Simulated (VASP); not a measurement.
A run of VASP 6.6.1 is set up as follows.

File INCAR:

```
  PREC = Accurate
  ENCUT = 520
  EDIFF = 1E-6
  ISMEAR = 0
  SIGMA = 0.05
  LREAL = False
  LASPH = True
  NELM = 80
  ALGO = Normal
  ISIF = 2
  LWAVE = False
  LCHARG = True
  GGA = PE
  LELF = True
  LVHAR = True
  NBANDS = 14
```

Contents of KPOINTS:

```
regular mesh
0
Gamma
  12 12 12
```

File POSCAR:

```
PIr
1.0
    0.0000000000      2.6258420330      2.6258420330
    2.6258420330      0.0000000000      2.6258420330
    2.6258420330      2.6258420330      0.0000000000
Ir P
1 1
Direct
    0.0000000000      0.0000000000      0.0000000000
    0.2500000000      0.2500000000      0.2500000000
```

Potentials or basis: VASP PAW PBE potentials, release 64 (Ir, P).

Run with:

```bash
$ cat potpaw_PBE.64/Ir/POTCAR potpaw_PBE.64/P/POTCAR > POTCAR
$ mpirun -np 1 vasp_std > vasp.out
```

(1) What does it give for the pressure?

(2) What does it give for the band gap on the k mesh?

## Answers

(1) 0.3 GPa.

(2) zero (band 7 reaches 10.49 eV, above the bottom of band 8 at 6.28 eV).

Caveat: spin-orbit coupling is left out, which moves the levels of the heavy elements.
